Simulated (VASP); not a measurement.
# Al in VASP: further runs

Runs on Al. Level: PBE. Tasks: single point.

Everything below comes from runs of VASP 6.6.1. Logs are shortened: lines on timing, memory, paths and dates and some standing lists are left out, and cuts for length are marked.

### Step 1. The cell of the first run

Symmetry: C2/m, No. 12, monoclinic system. The conventional cell has a = 4.898 Å, b = 2.873 Å, c = 2.836 Å, α = 90.00°, β = 123.98°, γ = 90.00°. Al (site symmetry 2/m) has 12 Al at 2.84 to 2.89 Å within 3.7 Å.

### Step 2. Single point, PBE

INCAR

```
ALGO = Fast
EDIFF = 1E-7
ENCUT = 520
GGA = PE
ISIF = 2
ISMEAR = 0
ISYM = 0
LASPH = T
LCHARG = F
LREAL = F
LWAVE = F
NBANDS = 10
NELM = 100
PREC = Accurate
SIGMA = 0.1
```

KPOINTS

```
k-points
0
Gamma
  9 6 24
```

POSCAR

```
Al
1.0
    4.0623039183     -0.0000000596      0.0490772747
   -0.0000000843      5.7453845309      0.0000139514
   -2.0140063850      1.4363496090      1.3932544896
Al
2
Direct
    0.0000000000      0.5000000000      0.0000000000
    0.0000000000      0.0000000000      0.0000000000
```

Potentials or basis: VASP PAW PBE potentials, release 64 (Al).

On the command line:

```sh
$ cat potpaw_PBE.64/Al/POTCAR > POTCAR
$ mpirun -np 1 vasp_std > vasp.out
```

OUTCAR:

```text
EDIFF = 1E-7
   ENCUT = 520
   GGA = PE
   ISIF = 2
   ISMEAR = 0
   ISYM = 0
   LASPH = T
   LREAL = F
   NELM = 100
   PREC = Accurate

 ion  position               nearest neighbor table
   1  0.000  0.500  0.000-   2 2.84   2 2.84   2 2.87   2 2.87   2 2.89   2 2.89
   2  0.000  0.000  0.000-   1 2.84   1 2.84   1 2.87   1 2.87   1 2.89   1 2.89

IMPORTANT INFORMATION: All symmetrisations will be switched off!
NOSYMM: (Re-)initialisation of all symmetry stuff for point group C_1.

----------------------------------------------------------------------------------------

                                     Primitive cell

  volume of cell :      33.0857

  direct lattice vectors                    reciprocal lattice vectors
     4.062303918 -0.000000060  0.049077275     0.241940519 -0.000000846  0.349735794
    -0.000000084  5.745384531  0.000013951     0.002130597  0.174053182 -0.176357002
    -2.014006385  1.436349609  1.393254490    -0.008522356 -0.000001713  0.705426315

  length of vectors
     4.062600362  5.745384531  2.839098447     0.425265024  0.247791933  0.705477793

  position of ions in fractional coordinates (direct lattice)
     0.000000000  0.500000000  0.000000000
     0.000000000  0.000000000  0.000000000

  ion indices of the primitive-cell ions
   primitive index   ion index
                 1           1
                 2           2

----------------------------------------------------------------------------------------

 KPOINTS: k-points

Automatic generation of k-mesh.
 Grid dimensions read from file:
 generate k-points for:    9    6   24

 Generating k-lattice:

  Cartesian coordinates                     Fractional coordinates (reciprocal lattice)
     0.026882280 -0.000000094  0.038859533     0.111111111 -0.000000000  0.000000000
     0.000355099  0.029008864 -0.029392834     0.000000000  0.166666667 -0.000000000
    -0.000355098 -0.000000071  0.029392763     0.000000000  0.000000000  0.041666667

  Length of vectors
     0.047251669  0.041298655  0.029394908

  Shift w.r.t. Gamma in fractional coordinates (k-lattice)
     0.000000000  0.000000000  0.000000000

 -----------------------------------------------------------------------------
|                                                                             |
|           W    W    AA    RRRRR   N    N  II  N    N   GGGG   !!!           |
|           W    W   A  A   R    R  NN   N  II  NN   N  G    G  !!!           |
|           W    W  A    A  R    R  N N  N  II  N N  N  G       !!!           |
|           W WW W  AAAAAA  RRRRR   N  N N  II  N  N N  G  GGG   !            |
|           WW  WW  A    A  R   R   N   NN  II  N   NN  G    G                |
|           W    W  A    A  R    R  N    N  II  N    N   GGGG   !!!           |
|                                                                             |
|     Your reciprocal lattice and k-lattice belong to different lattice       |
|     classes:                                                                |
|                                                                             |
|        The reciprocal lattice is triclinic,                                 |
|        whereas your k-lattice is simple monoclinic.                         |
|                                                                             |
|     Results are often still useful ...                                      |
|                                                                             |
 -----------------------------------------------------------------------------

 Subroutine IBZKPT returns following result:
 ===========================================

 Found    650 irreducible k-points:

 Following reciprocal coordinates:
            Coordinates               Weight
  0.000000  0.000000  0.000000      1.000000
  0.111111 -0.000000 -0.000000      2.000000
  0.222222 -0.000000 -0.000000      2.000000
  0.333333 -0.000000 -0.000000      2.000000
  0.444444 -0.000000 -0.000000      2.000000
  0.000000  0.166667  0.000000      2.000000
[... 16 lines left out ...]
 -0.111111  0.333333  0.000000      2.000000
  0.000000  0.500000  0.000000      1.000000
 [... further k-points ...]
   k-points           NKPTS =    650   k-points in BZ     NKDIM =    650   number of bands    NBANDS=     10
   number of dos      NEDOS =    301   number of ions     NIONS =      2
   total plane-waves  NPLWV =  34560
   dimension x,y,z NGX =    30 NGY =   48 NGZ =   24
   dimension x,y,z NGXF=    60 NGYF=   96 NGZF=   48
   ions per type =               2
   NGX,Y,Z   is equivalent  to a cutoff of  12.28, 13.89, 14.05 a.u.
   NGXF,Y,Z  is equivalent  to a cutoff of  24.55, 27.78, 28.11 a.u.
 SYSTEM =  unknown system
   PREC   = accura    normal or accurate (medium, high low for compatibility)
   ISTART =      0    job   : 0-new  1-cont  2-samecut
   ICHARG =      2    charge: 1-file 2-atom 10-const
   ISPIN  =      1    spin polarized calculation?
   LNONCOLLINEAR =      F non collinear calculations
   LSORBIT =      F    spin-orbit coupling
   LASPH  =      T    aspherical Exc in radial PAW
   ENCUT  =  520.0 eV  38.22 Ry    6.18 a.u.   7.55 10.68  5.28*2*pi/ulx,y,z
   NELM   =    100;   NELMIN=  2; NELMDL= -5     # of ELM steps
   EDIFF  = 0.1E-06   stopping-criterion for ELM
   LREAL  =      F    real-space projection
   EDIFFG = 0.1E-05   stopping-criterion for IOM
   NSW    =      0    number of steps for IOM
   IBRION =     -1    ionic relax: 0-MD 1-quasi-New 2-CG
   NFREE  =      0    steps in history (QN), initial steepest desc. (CG)
   ISIF   =      2    stress and relaxation
   ISYM   =      0    0-nonsym 1-usesym 2-fastsym
   POTIM  = 0.5000    time-step for ionic-motion
   TEBEG  =    0.0;   TEEND  =   0.0 temperature during run
   PSTRESS=    0.0 pullay stress
   NELECT =       6.0000    total number of electrons
   NUPDOWN=      -1.0000    fix difference up-down
   EMIN   =  10.00;   EMAX   =-10.00  energy-range for DOS
   EFERMI =   0.00;   METHOD = LEGACY
   ISMEAR =     0;   SIGMA  =   0.10  broadening in eV -4-tet -1-fermi 0-gaus
   EFERMI_NEDOS =   21; number of points for ismear=-14 and -15
   IALGO  =     68    algorithm
   IMIX   =      4    mixing-type and parameters
     AMIX     =   0.40;   BMIX     =  1.00
     AMIX_MAG =   1.60;   BMIX_MAG =  1.00
  volume/ion in A,a.u.               =      16.54       111.64
  Fermi-wavevector in a.u.,A,eV,Ry     =   0.926642  1.751099 11.682851  0.858665
  Thomas-Fermi vector in A             =   2.052626
   LORBIT       =      0    0 simple, 1 ext, 2 COOP (PROOUT), +10 PAW based schemes
   GGA     = PE    functional components
   LHFCALC =     F    Hartree Fock is set to
   AEXX    =    0.0000 exact exchange contribution
   IVDW    =     0    specifies the selected vdW correction
   LEPSILON=     F    determine dielectric tensor
   LRPA    =     F    only Hartree local field effects (RPA)
 non-spin polarized calculation
 RMM-DIIS sequential band-by-band and
 Gauss-broadening in eV      SIGMA  =   0.10
  energy-cutoff  :      520.00
  volume of cell :       33.09
 maximum number of plane-waves:       909
 NGX is ok and might be reduce to    30
   NGX = 15   NGY = 21   NGZ = 11

 number of electron       6.0000000 magnetization

 Free energy of the ion-electron system (eV)
  ---------------------------------------------------
  ext. energy  EPLUGINS =         0.00000000
  ---------------------------------------------------
  free energy    TOTEN  =        -7.49076269 eV

  energy without entropy =       -7.48580218  energy(sigma->0) =       -7.48828243

 E-fermi :   7.9997     XC(G=0): -10.1868

 val. band max:        7.9791513336   @ k =   0.0000   0.3333   0.4583
 cond. band min:       8.0049577717   @ k =  -0.3333   0.0000   0.2083
 fundamental gap:      0.0258064381
 Fermi energy:         7.9997420288

 k-point     1 :       0.0000    0.0000    0.0000
  band No.  band energies     occupation
      1      -3.1437      2.00000
      2       5.0869      2.00000
      3       6.4186      2.00000
      4      13.1896      0.00000
      5      13.2118      0.00000
      6      13.8325      0.00000
      7      17.0011      0.00000
      8      20.2665      0.00000
      9      20.3936      0.00000
     10      21.0680      0.00000

 k-point     2 :       0.1111   -0.0000   -0.0000
  band No.  band energies     occupation
      1      -2.8136      2.00000
      2       4.0274      2.00000
      3       8.0808      0.25171
      4      10.3042      0.00000
      5      14.1077      0.00000
      6      15.2423      0.00000
      7      16.5844      0.00000
      8      18.7141      0.00000
      9      19.6141      0.00000
     10      20.1301      0.00000

 k-point     3 :       0.2222   -0.0000   -0.0000
  band No.  band energies     occupation
      1      -1.8277      2.00000
      2       3.0935      2.00000
      3       7.6380      2.00000
      4      10.8524      0.00000
      5      12.2412      0.00000
      6      14.9442      0.00000
      7      16.5373      0.00000
      8      18.8978      0.00000
      9      19.3401      0.00000
     10      22.5048      0.00000

 k-point     4 :       0.3333   -0.0000   -0.0000
  band No.  band energies     occupation
      1      -0.1994      2.00000
      2       2.7578      2.00000
      3       5.5165      2.00000
      4       8.3111      0.00001
      5      14.1724      0.00000
      6      16.3457      0.00000
      7      18.1353      0.00000
      8      18.6939      0.00000
      9      19.0561      0.00000
     10      21.3998      0.00000
[... 222 lines left out ...]
 k-point    22 :      -0.2222    0.3333   -0.0000
  band No.  band energies     occupation
      1      -0.4894      2.00000
      2       0.4829      2.00000
      3       8.8618      0.00000
      4       9.8492      0.00000
      5      15.7254      0.00000
      6      16.1253      0.00000
      7      16.8868      0.00000
      8      17.7696      0.00000
      9      18.3122      0.00000
     10      18.6537      0.00000

 k-point    23 :      -0.1111    0.3333    0.0000
  band No.  band energies     occupation
      1      -1.1466      2.00000
      2      -0.1469      2.00000
      3      11.8563      0.00000
      4      12.7232      0.00000
      5      15.1077      0.00000
      6      15.5337      0.00000
      7      16.3563      0.00000
      8      16.8531      0.00000
      9      17.6446      0.00000
     10      18.0008      0.00000

 k-point    24 :       0.0000    0.5000    0.0000
  band No.  band energies     occupation
      1      -0.8893      2.00000
      2      -0.8893      2.00000
      3      15.1443      0.00000
      4      15.1443      0.00000
      5      15.3436      0.00000
      6      15.3436      0.00000
      7      15.8062      0.00000
      8      15.8062      0.00000
      9      16.3196      0.00000
     10      16.3196      0.00000

 [... further k-points ...]

------------------------ aborting loop because EDIFF is reached ----------------------------------------

  FORCE on cell =-STRESS in cart. coord.  units (eV):
  Direction    XX          YY          ZZ          XY          YZ          ZX
  --------------------------------------------------------------------------------------
  -------------------------------------------------------------------------------------
  Total       -0.1043946      0.0528292     -0.0106005      0.0000013     -0.0000258      0.0002549
  in kB       -5.0553207      2.5582622     -0.5133293      0.0000620     -0.0012498      0.0123413
  external PRESSURE =      -1.0034626 kB  Pullay stress =       0.0000000 kB

 VOLUME and BASIS-vectors are now :
 -----------------------------------------------------------------------------
  energy-cutoff  :      520.00
  volume of cell :       33.09
      direct lattice vectors                 reciprocal lattice vectors
     4.062303918 -0.000000060  0.049077275     0.241940519 -0.000000846  0.349735794
    -0.000000084  5.745384531  0.000013951     0.002130597  0.174053182 -0.176357002
    -2.014006385  1.436349609  1.393254490    -0.008522356 -0.000001713  0.705426315

 POSITION                                       TOTAL-FORCE (eV/Angst)
 -----------------------------------------------------------------------------------
     -0.00000      2.87269      0.00001        -0.000000      0.000000     -0.000000
      0.00000      0.00000      0.00000         0.000000     -0.000000      0.000000
 -----------------------------------------------------------------------------------
    total drift:                                0.000000     -0.000000      0.000000

  FREE ENERGIE OF THE ION-ELECTRON SYSTEM (eV)
  ---------------------------------------------------
  free  energy   TOTEN  =        -7.4907626873 eV

  energy  without entropy=       -7.4858021799  energy(sigma->0) =       -7.48828243
```

It took 1.9 min on 1 thread of Intel Xeon 6975P-C (Granite Rapids), shared host; peak memory 0.31 GiB.

Results:

- Free energy: -7.4908 eV
- Pressure: -0.1 GPa
- Band gap on the k mesh: zero (band 3 reaches 15.14 eV, above the bottom of band 4 at 3.97 eV)

### Step 3. Single point, PBE

INCAR

```
PREC = Accurate ; ENCUT = 520
EDIFF = 1E-6 ; ISMEAR = 0
SIGMA = 0.1 ; LREAL = F
LASPH = T ; NELM = 60
ALGO = Fast ; ISIF = 2
LWAVE = F ; LCHARG = T
GGA = PE ; LELF = T
LVHAR = T ; NBANDS = 10
ISYM = 0
```

KPOINTS

```
regular mesh
0
Gamma
  9 6 24
```

POSCAR

```
Al
1.0
    4.0626003623      0.0000000000      0.0000000000
    0.0000000000      5.7453845309      0.0000000000
   -2.0313001812      1.4363461327      1.4193066320
Al
2
Direct
    0.0000000000      0.5000000000      0.0000000000
    0.0000000000      0.0000000000      0.0000000000
```

Potentials or basis: VASP PAW PBE potentials, release 64 (Al).

On the command line:

```sh
$ cat potpaw_PBE.64/Al/POTCAR > POTCAR
$ mpirun -np 1 vasp_std > vasp.out
```

Wall time 1.8 min (1 thread of Intel Xeon 6975P-C (Granite Rapids), shared host); peak memory 0.31 GiB.

The run converged. Its results:

| Property | Result |
| --- | --- |
| Free energy | -7.4897 eV |
| Pressure | -0.2 GPa |
| Band gap on the k mesh | zero (band 3 reaches 15.33 eV, above the bottom of band 4 at 3.95 eV) |

Stress tensor (GPa, compression positive):
```
-0.83  0.00  0.27
 0.00 -0.21  0.00
 0.27  0.00  0.37
```

Levels at points of the mesh, in eV from the Fermi level:
```tsv
k point	band 1	band 2	band 3	band 4	band 5	band 6	band 7
(0.00, 0.00, 0.00)	-11.12	-2.89	-1.57	5.23	5.51	5.55	8.99
(0.00, 0.50, 0.00)	-8.86	-8.86	7.37	7.37	7.43	7.43	7.57
(0.00, 0.00, 0.50)	-2.98	-2.89	-1.69	-1.57	5.23	5.29	5.43
(0.00, 0.50, 0.50)	-0.90	-0.90	-0.82	-0.82	0.15	0.15	1.08
```
